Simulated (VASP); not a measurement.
LaC:

```
La C
1.0
     3.48173    0.00000    0.00000
    -1.74087    3.01527    0.00000
     0.00000    0.00000    3.39800
La C
1 1
Direct
  0.00000 0.00000 0.00000
  0.66667 0.33333 0.50000
```

- Program: VASP 6.6.1
- Task: relaxation of cell and atoms
- Functional: PBE
- Potentials or basis: VASP PAW PBE potentials, release 64 (La, C)
- Cutoff: 600 eV
- k mesh: 6 × 6 × 6
- Occupations: gaussian, width 0.05 eV
- Spin: no spin polarisation

At the start: pressure 7.0 GPa; volume 17.84 Å³/atom.

Problem. How do energy, volume and symmetry change on relaxing?

Solution. Over 6 steps the energy falls by 59.5 meV/atom and the volume is 19.44 Å³/atom (+9.0 %); space group P-6m2 (No. 187, to 0.1 Å) before and after.

The path:
```csv
step,energy change (eV),largest force (eV/Å),pressure (GPa),volume (Å³)
1,0.0000,0.0000,7.01,35.67
2,-0.1030,0.0000,-2.28,39.82
3,-0.1049,0.0000,-1.34,39.27
4,-0.1188,0.0000,0.17,38.76
5,-0.1188,0.0000,0.22,38.75
6,-0.1189,0.0000,-0.06,38.88
```

Final structure:
```
La C
1.0
     3.67717    0.00000    0.00000
    -1.83859    3.18452    0.00000
     0.00000    0.00000    3.31992
La C
1 1
Direct
  0.00000 0.00000 0.00000
  0.66667 0.33333 0.50000
```
